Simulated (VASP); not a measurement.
# TaN (P-6m2) in VASP: further runs, part 2 of 3

VASP 6.6.1.

## Step 3: Electric field gradients, r2SCAN (volume scaled by 1.02)

POSCAR

```
TaN
1.0
    2.9594125613      0.0000000000      0.0000000000
   -1.4797062806      2.5629264584      0.0000000000
    0.0000000000      0.0000000000      2.9093158701
Ta N
1 1
Direct
    0.0000000000      0.0000000000      0.5000000000
    0.6666666667      0.3333333333      0.0000000000
```

INCAR.step1

```
SYSTEM = TaN
PREC = Accurate ; ENCUT = 520
ISMEAR = -1 ; SIGMA = 0.05
LREAL = .False. ; LASPH = .True.
NELM = 80 ; NBANDS = 15
GGA = PE ; ALGO = Normal
EDIFF = 1E-4 ; LWAVE = .True.
LCHARG = .False.
```

INCAR.step2

```
SYSTEM = TaN
PREC = Accurate ; ENCUT = 520
EDIFF = 1E-8 ; ISMEAR = -1
SIGMA = 0.05 ; LREAL = .False.
LASPH = .True. ; NELM = 80
ALGO = Normal ; ISIF = 2
LWAVE = .False. ; LCHARG = .False.
METAGGA = R2SCAN ; LMIXTAU = .True.
LEFG = .True. ; NBANDS = 15
ISTART = 1
```

KPOINTS

```
Automatic mesh
0
Gamma
  13 13 11
  0 0 0
```

Potentials or basis: VASP PAW PBE potentials, release 64 (Ta_pv, N).

The run is started by

```sh
> cat potpaw_PBE.64/Ta_pv/POTCAR potpaw_PBE.64/N/POTCAR > POTCAR
> cp INCAR.step1 INCAR
> mpirun -np 1 vasp_std > vasp.out
> cp INCAR.step2 INCAR
> mpirun -np 1 vasp_std > vasp.out
```

OUTCAR:

```text
SYSTEM = TaN
   PREC = Accurate
   ENCUT = 520
   EDIFF = 1E-8
   ISMEAR = -1
   LREAL = .False.
   LASPH = .True.
   NELM = 80
   ISIF = 2
   METAGGA = R2SCAN
   ISTART = 1

 ion  position               nearest neighbor table
   1  0.000  0.000  0.500-   2 2.24   2 2.24   2 2.24   2 2.24   2 2.24   2 2.24
   2  0.667  0.333  0.000-   1 2.24   1 2.24   1 2.24   1 2.24   1 2.24   1 2.24

  LATTYP: Found a hexagonal cell.
 ALAT       =     2.9594125613
 C/A-ratio  =     0.9830720827

  Lattice vectors:

 A1 = (   2.9594125613,   0.0000000000,   0.0000000000)
[... 646 lines left out ...]
  free  energy   TOTEN  =       -60.3870498946 eV

  energy  without entropy=      -60.3866205823  energy(sigma->0) =      -60.38683524

 Electric field gradients (V/A^2)
---------------------------------------------------------------------
 ion       V_xx      V_yy      V_zz      V_xy      V_xz      V_yz
---------------------------------------------------------------------
   1      -5.780    -5.780    11.561     0.000    -0.000    -0.000
   2      -0.547    -0.545     1.092     0.001    -0.000    -0.000
---------------------------------------------------------------------

 Electric field gradients after diagonalization (V/A^2)
 (convention: |V_zz| > |V_xx| > |V_yy|)
----------------------------------------------------------------------
 ion       V_xx      V_yy      V_zz     asymmetry (V_yy - V_xx)/ V_zz
----------------------------------------------------------------------
   1      -5.781    -5.780    11.561       0.000
   2      -0.547    -0.545     1.092       0.002
----------------------------------------------------------------------

           NMR quadrupolar parameters

 Cq : quadrupolar parameter    Cq=e*Q*V_zz/h
 eta: asymmetry parameters     (V_yy - V_xx)/ V_zz
 Q  : nuclear electric quadrupole moment in mb (millibarn)
----------------------------------------------------------------------
 ion       Cq(MHz)       eta       Q (mb)
----------------------------------------------------------------------
   1       0.028       0.000       1.000
   2       0.003       0.002       1.000
----------------------------------------------------------------------
```

OUTCAR.step1:

```text
SYSTEM = TaN
   PREC = Accurate
   ENCUT = 520
   ISMEAR = -1
   LREAL = .False.
   LASPH = .True.
[... 654 lines left out ...]
      0.00000      0.00000      1.45466         0.000000      0.000000      0.000000
      1.47971      0.85431      0.00000        -0.000000      0.000000      0.000000
 -----------------------------------------------------------------------------------
    total drift:                               -0.000000      0.000000      0.000000

  FREE ENERGIE OF THE ION-ELECTRON SYSTEM (eV)
  ---------------------------------------------------
  free  energy   TOTEN  =       -22.4446782268 eV

  energy  without entropy=      -22.4440616873  energy(sigma->0) =      -22.44436996
```

OSZICAR.step1:

```text
N       E                     dE             d eps       ncg     rms          rms(c)
DAV:   1     0.951862239847E+02    0.95186E+02   -0.88167E+03  3780   0.112E+03
DAV:   2    -0.218672274993E+02   -0.11705E+03   -0.11043E+03  4515   0.304E+02
DAV:   3    -0.249965244602E+02   -0.31293E+01   -0.31158E+01  4277   0.481E+01
DAV:   4    -0.250099396715E+02   -0.13415E-01   -0.13411E-01  4956   0.347E+00
DAV:   5    -0.250100172833E+02   -0.77612E-04   -0.77611E-04  4361   0.250E-01    0.224E+01
DAV:   6    -0.225412201723E+02    0.24688E+01   -0.40953E+00  4880   0.237E+01    0.934E+00
DAV:   7    -0.224741422191E+02    0.67078E-01   -0.59929E-01  4263   0.625E+00    0.666E+00
DAV:   8    -0.224534004163E+02    0.20742E-01   -0.17520E-01  4662   0.356E+00    0.164E+00
DAV:   9    -0.224446788629E+02    0.87216E-02   -0.18064E-02  4123   0.112E+00    0.189E-01
DAV:  10    -0.224447429826E+02   -0.64120E-04   -0.12229E-03  4641   0.384E-01    0.999E-02
DAV:  11    -0.224446782268E+02    0.64756E-04   -0.77285E-05  2570   0.937E-02
   1 F= -.22444678E+02 E0= -.22444370E+02  d E =-.616539E-03
```

Run time: 98 s. Hardware: 1 thread of Intel Xeon 6975P-C, shared host; peak memory 0.18 GiB.

Results:

* Free energy: -60.3870 eV
* Pressure: -6.9 GPa
* Band gap on the k mesh: zero (band 8 reaches 8.11 eV, above the bottom of band 9 at 7.91 eV)

Stress tensor (GPa, compression positive):
```
-6.53  0.00  0.00
 0.00 -6.53  0.00
 0.00  0.00 -7.60
```

Levels at points of the mesh, in eV from the Fermi level:
```
           k point  band 5  band 6  band 7  band 8  band 9  band 10  band 11  band 12
(0.00, 0.00, 0.00)   -4.72   -4.72   -4.31   -3.14    2.31     3.62     3.62     4.08
```

Electric field gradients, principal values (V/Å²):
```tsv
atom	least	middle	greatest (by size)
1 Ta	-5.780	-5.781	11.561
2 N	-0.545	-0.547	1.092
```

Caveat: without QUAD_EFG the Cq values of the log hold for a quadrupole moment of 1 mb, not for the nuclei; the PAW data sets were made with another functional, which shifts forces and pressure a little; spin-orbit coupling is left out, which moves the levels of the heavy elements.

## Step 4: Electric field gradients, r2SCAN (volume scaled by 1.06)

POSCAR

```
TaN
1.0
    2.9976027420      0.0000000000      0.0000000000
   -1.4988013710      2.5960001250      0.0000000000
    0.0000000000      0.0000000000      2.9468595706
Ta N
1 1
Direct
    0.0000000000      0.0000000000      0.5000000000
    0.6666666667      0.3333333333      0.0000000000
```

INCAR.step1

```
PREC = Accurate
ENCUT = 520
ISMEAR = -1
SIGMA = 0.05
LREAL = False
LASPH = True
NELM = 80
NBANDS = 15
GGA = PE
ALGO = Normal
EDIFF = 1E-4
LWAVE = True
LCHARG = False
```

INCAR.step2

```
PREC = Accurate
ENCUT = 520
EDIFF = 1E-8
ISMEAR = -1
SIGMA = 0.05
LREAL = False
LASPH = True
NELM = 80
ALGO = Normal
ISIF = 2
LWAVE = False
LCHARG = False
METAGGA = R2SCAN
LMIXTAU = True
LEFG = True
NBANDS = 15
ISTART = 1
```

KPOINTS

```
Automatic mesh
0
Gamma
  13 13 11
```

Potentials or basis: VASP PAW PBE potentials, release 64 (Ta_pv, N).

The run is started by

```sh
> cat potpaw_PBE.64/Ta_pv/POTCAR potpaw_PBE.64/N/POTCAR > POTCAR
> cp INCAR.step1 INCAR
> mpirun -np 1 vasp_std > vasp.out
> cp INCAR.step2 INCAR
> mpirun -np 1 vasp_std > vasp.out
```

OUTCAR:

```text
PREC = Accurate
   ENCUT = 520
   EDIFF = 1E-8
   ISMEAR = -1
   LREAL = False
   LASPH = True
   NELM = 80
   ISIF = 2
   METAGGA = R2SCAN
   ISTART = 1

 ion  position               nearest neighbor table
   1  0.000  0.000  0.500-   2 2.27   2 2.27   2 2.27   2 2.27   2 2.27   2 2.27
   2  0.667  0.333  0.000-   1 2.27   1 2.27   1 2.27   1 2.27   1 2.27   1 2.27

  LATTYP: Found a hexagonal cell.
 ALAT       =     2.9976027420
 C/A-ratio  =     0.9830720827

  Lattice vectors:

 A1 = (   2.9976027420,   0.0000000000,   0.0000000000)
 A2 = (  -1.4988013710,   2.5960001250,   0.0000000000)
 A3 = (   0.0000000000,   0.0000000000,   2.9468595706)

Analysis of symmetry for initial positions (statically):
=====================================================================
 Subroutine PRICEL returns:
 Original cell was already a primitive cell.

 Routine SETGRP: Setting up the symmetry group for a
 hexagonal supercell.

 Subroutine GETGRP returns: Found 12 space group operations
 (whereof 12 operations were pure point group operations)
 out of a pool of 24 trial point group operations.

The static configuration has the point symmetry D_3h.

Analysis of symmetry for dynamics (positions and initial velocities):
=====================================================================
 Subroutine PRICEL returns:
 Original cell was already a primitive cell.

 Routine SETGRP: Setting up the symmetry group for a
 hexagonal supercell.

 Subroutine GETGRP returns: Found 12 space group operations
 (whereof 12 operations were pure point group operations)
 out of a pool of 24 trial point group operations.

The dynamic configuration has the point symmetry D_3h.
[... 576 lines left out ...]
      7       3.3798      2.00000
      8       4.8586      2.00000
      9      10.0056      0.00000
     10      10.1223      0.00000
     11      11.0768      0.00000
     12      12.1169      0.00000
     13      12.4268      0.00000
     14      17.9358      0.00000
     15      20.9930      0.00000

 [... further k-points ...]

------------------------ aborting loop because EDIFF is reached ----------------------------------------

  FORCE on cell =-STRESS in cart. coord.  units (eV):
  Direction    XX          YY          ZZ          XY          YZ          ZX
  --------------------------------------------------------------------------------------
  -------------------------------------------------------------------------------------
  Total       -2.5441407     -2.5441407     -2.8778919      0.0000000      0.0000000      0.0000000
  in kB     -177.7515881   -177.7515881   -201.0697962      0.0000000      0.0000000      0.0000000
  external PRESSURE =    -185.5243241 kB  Pullay stress =       0.0000000 kB

 VOLUME and BASIS-vectors are now :
 -----------------------------------------------------------------------------
  energy-cutoff  :      520.00
  volume of cell :       22.93
      direct lattice vectors                 reciprocal lattice vectors
     2.997602742  0.000000000  0.000000000     0.333599908  0.192603997  0.000000000
    -1.498801371  2.596000125  0.000000000     0.000000000  0.385207994  0.000000000
     0.000000000  0.000000000  2.946859571     0.000000000  0.000000000  0.339344301

 POSITION                                       TOTAL-FORCE (eV/Angst)
 -----------------------------------------------------------------------------------
      0.00000      0.00000      1.47343         0.000000     -0.000000      0.000000
      1.49880      0.86533      0.00000        -0.000000      0.000000      0.000000
 -----------------------------------------------------------------------------------
    total drift:                               -0.000000      0.000000      0.000000

  FREE ENERGIE OF THE ION-ELECTRON SYSTEM (eV)
  ---------------------------------------------------
  free  energy   TOTEN  =       -60.3180890653 eV

  energy  without entropy=      -60.3176386774  energy(sigma->0) =      -60.31786387

 Electric field gradients (V/A^2)
---------------------------------------------------------------------
 ion       V_xx      V_yy      V_zz      V_xy      V_xz      V_yz
---------------------------------------------------------------------
   1      -7.802    -7.802    15.604    -0.000     0.000    -0.000
   2      -0.816    -0.815     1.632     0.001    -0.000    -0.000
---------------------------------------------------------------------

 Electric field gradients after diagonalization (V/A^2)
 (convention: |V_zz| > |V_xx| > |V_yy|)
----------------------------------------------------------------------
 ion       V_xx      V_yy      V_zz     asymmetry (V_yy - V_xx)/ V_zz
----------------------------------------------------------------------
   1      -7.802    -7.802    15.604       0.000
   2      -0.817    -0.815     1.632       0.001
----------------------------------------------------------------------

           NMR quadrupolar parameters

 Cq : quadrupolar parameter    Cq=e*Q*V_zz/h
 eta: asymmetry parameters     (V_yy - V_xx)/ V_zz
 Q  : nuclear electric quadrupole moment in mb (millibarn)
----------------------------------------------------------------------
 ion       Cq(MHz)       eta       Q (mb)
----------------------------------------------------------------------
   1       0.038       0.000       1.000
   2       0.004       0.001       1.000
----------------------------------------------------------------------
```

OUTCAR.step1:

```text
PREC = Accurate
   ENCUT = 520
   ISMEAR = -1
   LREAL = False
   LASPH = True
[... 654 lines left out ...]
      0.00000      0.00000      1.47343        -0.000000      0.000000      0.000000
      1.49880      0.86533      0.00000         0.000000     -0.000000      0.000000
 -----------------------------------------------------------------------------------
    total drift:                               -0.000000      0.000000      0.000000

  FREE ENERGIE OF THE ION-ELECTRON SYSTEM (eV)
  ---------------------------------------------------
  free  energy   TOTEN  =       -22.3980528969 eV

  energy  without entropy=      -22.3974102799  energy(sigma->0) =      -22.39773159
```

Wall time 1.8 min (1 thread of Intel Xeon 6975P-C, shared host); peak memory 0.18 GiB.

What came out:

```
Free energy            : -60.3181 eV
Pressure               : -18.6 GPa
Band gap on the k mesh : zero (band 8 reaches 7.72 eV, above the bottom of band 9 at 7.52 eV)
```

Stress tensor (GPa, compression positive):
```
-17.78   0.00   0.00
  0.00 -17.78   0.00
  0.00   0.00 -20.11
```

Electric field gradients, principal values (V/Å²):
```
atom   least  middle  greatest (by size)
1 Ta  -7.802  -7.802              15.604
 2 N  -0.815  -0.817               1.632
```

Caveat: without QUAD_EFG the Cq values of the log hold for a quadrupole moment of 1 mb, not for the nuclei; the PAW data sets were made with another functional, which shifts forces and pressure a little; spin-orbit coupling is left out, which moves the levels of the heavy elements.

[end of part 2 of 3]
